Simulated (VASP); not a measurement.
Crystal: Nb.

```
Nb
1.0
     3.33000    0.00000    0.00000
     0.00000    3.33000    0.00000
     0.00000    0.00000    3.33000
Nb
2
Direct
  0.00000 0.00000 0.00000
  0.50000 0.50000 0.50000
```

| Quantity | Value |
| --- | --- |
| Program | VASP 6.6.1 |
| Task | relaxation of cell and atoms |
| Functional | PBEsol |
| Potentials or basis | VASP PAW PBE potentials, release 64 (Nb_sv) |
| Cutoff | 600 eV |
| k mesh | 7 × 7 × 7 |
| Occupations | fermi-dirac, width 0.05 eV |
| Spin | no spin polarisation |

At the start: pressure -8.4 GPa; volume 18.46 Å³/atom.

Q: Where does the relaxation end?

A: Over 4 steps the energy falls by 25.0 meV/atom and the volume is 17.54 Å³/atom (-5.0 %); space group Im-3m (No. 229, to 0.05 Å).

The path:
```tsv
step	energy change (eV)	largest force (eV/Å)	pressure (GPa)	volume (Å³)
1	0.0000	0.0000	-8.39	36.93
2	0.1225	0.0000	19.22	32.00
3	-0.0499	0.0000	-0.29	35.13
4	-0.0499	0.0000	-0.01	35.08
```

Final structure:
```xyz
2
Lattice="3.2736 0.0000 0.0000 0.0000 3.2736 0.0000 0.0000 0.0000 3.2736" Properties=species:S:1:pos:R:3 pbc="T T T"
Nb    3.2736    0.0000    3.2736
Nb    1.6368    1.6368    1.6368
```

Caveat: the PAW data sets were made with another functional, which shifts forces and pressure a little.
